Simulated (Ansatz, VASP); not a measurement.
MgO in VASP and in Ansatz

```
Mg O
1.0
     3.52072    0.00000    0.00000
    -1.76036    3.04903    0.00000
     0.00000    0.00000    4.23827
Mg O
2 2
Direct
  0.66667 0.33333 0.75000
  0.33333 0.66667 0.25000
  0.66667 0.33333 0.25000
  0.33333 0.66667 0.75000
```

Alike in both runs: task single point; functional PBE; k mesh 6 × 6 × 6; occupations gaussian, width 0.02 eV; no spin polarisation.

```csv
,VASP,Ansatz
version,VASP 6.6.1,Ansatz 0.2.0
potentials or method,"VASP PAW PBE potentials, release 64 (Mg, O), cutoff 600 eV","scalar-relativistic, plane waves, PAW"
valence electrons in the cell,16,32
```

VASP gave:

* gap on the k mesh at the Fermi level (eV): 3.26
* least direct gap on the mesh (eV): 3.26

Problem. Estimate Ansatz's values.

Solution. gap on the k mesh at the Fermi level (eV): 3.28; least direct gap on the mesh (eV): 3.28.

VASP's potentials hold 16 valence electrons a cell and Ansatz's 32, so a difference there can come from the potentials and not from the codes.
